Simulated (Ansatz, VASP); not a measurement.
**Na in VASP and in Ansatz**

```
CELL_PARAMETERS angstrom
3.76700 0.00000 0.00000
-1.88350 3.26232 0.00000
0.00000 0.00000 6.15400
ATOMIC_POSITIONS crystal
Na 0.33333 0.66667 0.25000
Na 0.66667 0.33333 0.75000
```

Alike in both runs: functional r2SCAN; k mesh 15 × 15 × 8; occupations gaussian, width 0.1 eV; no spin polarisation.

Ansatz relaxed the structure, and its values are those at the end. VASP's run is a single point on that final structure, the one shown.

```csv
,VASP,Ansatz
version,VASP 6.6.1,Ansatz 0.2.0
potentials or method,"VASP PAW PBE potentials, release 64 (Na_pv), cutoff 520 eV","scalar-relativistic, plane waves, PAW"
valence electrons in the cell,14,18
```

```tsv
	VASP	Ansatz	Ansatz less VASP
gap on the k mesh at the Fermi level (eV)	none	none	-
pressure (GPa)	0.0	0.0	-0.04
```

VASP's potentials were made for PBE, not for r2SCAN. A gap of «none» marks a metal or a gap that the smearing closes. With one functional, cell and mesh, what is left measures potentials, basis and numerics. VASP's potentials hold 14 valence electrons a cell and Ansatz's 18, so a difference there can come from the potentials and not from the codes.
